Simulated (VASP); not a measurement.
KBr:

```
Br K
1.0
     0.00000    3.30000    3.30000
     3.30000    0.00000    3.30000
     3.30000    3.30000    0.00000
Br K
1 1
Direct
  0.50000 0.50000 0.50000
  0.00000 0.00000 0.00000
```

| Item | Value |
| --- | --- |
| Program | VASP 6.6.1 |
| Task | relaxation of cell and atoms |
| Functional | revPBE |
| Potentials or basis | VASP PAW PBE potentials, release 64 (Br, K_sv) |
| Cutoff | 600 eV |
| k mesh | 7 × 7 × 7 |
| Occupations | fermi-dirac, width 0.05 eV |
| Spin | no spin polarisation |

At the start: pressure 1.9 GPa; volume 35.94 Å³/atom.

Q: How do energy, volume and symmetry change on relaxing?

A: Over 4 steps the energy falls by 26.6 meV/atom and the volume is 40.97 Å³/atom (+14.0 %); space group Fm-3m (No. 225, to 0.05 Å).

The path:
| step | energy change (eV) | largest force (eV/Å) | pressure (GPa) | volume (Å³) |
| --- | --- | --- | --- | --- |
| 1 | 0.0000 | 0.0000 | 1.91 | 71.87 |
| 2 | -0.0389 | 0.0000 | 0.89 | 76.43 |
| 3 | -0.0529 | 0.0000 | 0.13 | 81.06 |
| 4 | -0.0533 | 0.0000 | 0.00 | 81.94 |

Final structure:
```xyz
2
Lattice="0.0000 3.4474 3.4474 3.4474 0.0000 3.4474 3.4474 3.4474 0.0000" Properties=species:S:1:pos:R:3 pbc="T T T"
Br    3.4474    3.4474    3.4474
K     6.8948    3.4474    3.4474
```

Caveat: the PAW data sets were made with another functional, which shifts forces and pressure a little; the volume moved by +14 % from the deposited cell, more than functionals usually miss.
